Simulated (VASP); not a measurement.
Wanted: the native input for a VASP 6.6.1 run.

```
Task                   : relaxation of cell and atoms
Functional             : PBE
Potentials or basis    : VASP PAW PBE potentials, release 64 (Hf_pv, C)
Cutoff                 : 600 eV
k mesh                 : 4 × 4 × 4
Occupations            : gaussian, width 0.1 eV
Spin                   : no spin polarisation
Dipole correction      : no
Further INCAR settings : ALGO = Normal; EDIFF = 1e-07; IBRION = 2; EDIFFG = -0.04; NSW = 90; ISIF = 3
```

The structure of Hf4C lies in POSCAR:

```
Hf4C
1.0
   -3.0625374200      3.0625374200      3.0625374200
    3.0625374200     -3.0625374200      3.0625374200
    3.0625374200      3.0625374200     -3.0625374200
Hf C
4 1
Direct
    0.3495999900      0.3495999900      0.3495999900
    0.6504000100      0.0000000000      0.0000000000
    0.0000000000      0.0000000000      0.6504000100
    0.0000000000      0.6504000100      0.0000000000
    0.0000000000      0.0000000000      0.0000000000
```

The cell was generated, and may not be a known phase.

The input as run:

INCAR

```
PREC = Accurate
ENCUT = 600
EDIFF = 1E-7
ISMEAR = 0
SIGMA = 0.1
LREAL = False
LASPH = True
NELM = 100
ALGO = Normal
ISIF = 3
LWAVE = False
LCHARG = False
GGA = PE
IBRION = 2
NSW = 90
EDIFFG = -0.04
```

KPOINTS

```
Automatic mesh
0
Gamma
  4 4 4
```

Potentials or basis: VASP PAW PBE potentials, release 64 (Hf_pv, C).

The run is started by

```bash
$ cat potpaw_PBE.64/Hf_pv/POTCAR potpaw_PBE.64/C/POTCAR > POTCAR
$ mpirun -np 1 vasp_std > vasp.out
```

Results of the run:

| Item | Value |
| --- | --- |
| Relaxed volume | 19.08 Å³/atom |
| Relaxed cell | a = 4.985 Å, b = 4.985 Å, c = 4.985 Å, α = 109.47°, β = 109.47°, γ = 109.47° |
| Space group after relaxing (to 0.1 Å) | Im-3m (No. 229) |
| Energy gained by relaxing | 998.2 meV/atom |
| Ionic steps | 24 |
| Pressure after relaxing | -0.3 GPa |
| Largest force after relaxing | 0.036 eV/Å |
| Band gap on the k mesh | zero (bands 22 and 23 overlap by 1.70 eV) |

Caveat: the k points lie up to 0.39 Å⁻¹ apart in the final cell, too coarse for converged energies and pressures of a metal; the volume moved by over 15 % at a fixed basis, so the end points are rough; spin-orbit coupling is left out, which moves the levels of the heavy elements.

Run time: 21 min on 1 thread of Intel Xeon 8259CL, with other jobs on the host, peak memory 0.29 GiB.
